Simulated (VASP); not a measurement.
Here is a VASP 6.6.1 calculation.

Contents of INCAR:

```
PREC = Accurate
ENCUT = 500
EDIFF = 1E-6
ISMEAR = -1
SIGMA = 0.15
LREAL = F
LASPH = T
NELM = 200
ALGO = Normal
ISIF = 2
LWAVE = F
LCHARG = T
LELF = T
LVHAR = T
NBANDS = 32
GGA_COMPAT = F
LMAXMIX = 6
```

Contents of KPOINTS:

```
regular mesh
0
Gamma
  2 2 2
```

Contents of POSCAR:

```
LaHg2
1.0
    4.9600000000      0.0000000000      0.0000000000
   -2.4800000000      4.2954860028      0.0000000000
    0.0000000000      0.0000000000      3.6500000000
La Hg
1 2
Direct
    0.0000000000      0.0000000000      0.0000000000
    0.3333333333      0.6666666667      0.4500000000
    0.6666666667      0.3333333333      0.5500000000
```

Potentials or basis: VASP PAW LDA potentials, release 64 (La, Hg_sv_GW).

Launch:

```bash
$ cat potpaw_LDA.64/La/POTCAR potpaw_LDA.64/Hg_sv_GW/POTCAR > POTCAR
$ mpirun -np 1 vasp_std > vasp.out
```

Q: Predict the largest force.

A: 0.031 eV/Å.

Q: Predict the pressure.

A: -4.3 GPa.

Stress tensor (GPa, compression positive):
```
-4.43  0.00  0.00
 0.00 -4.43  0.00
 0.00  0.00 -4.14
```

Caveat: the k points lie up to 0.86 Å⁻¹ apart.
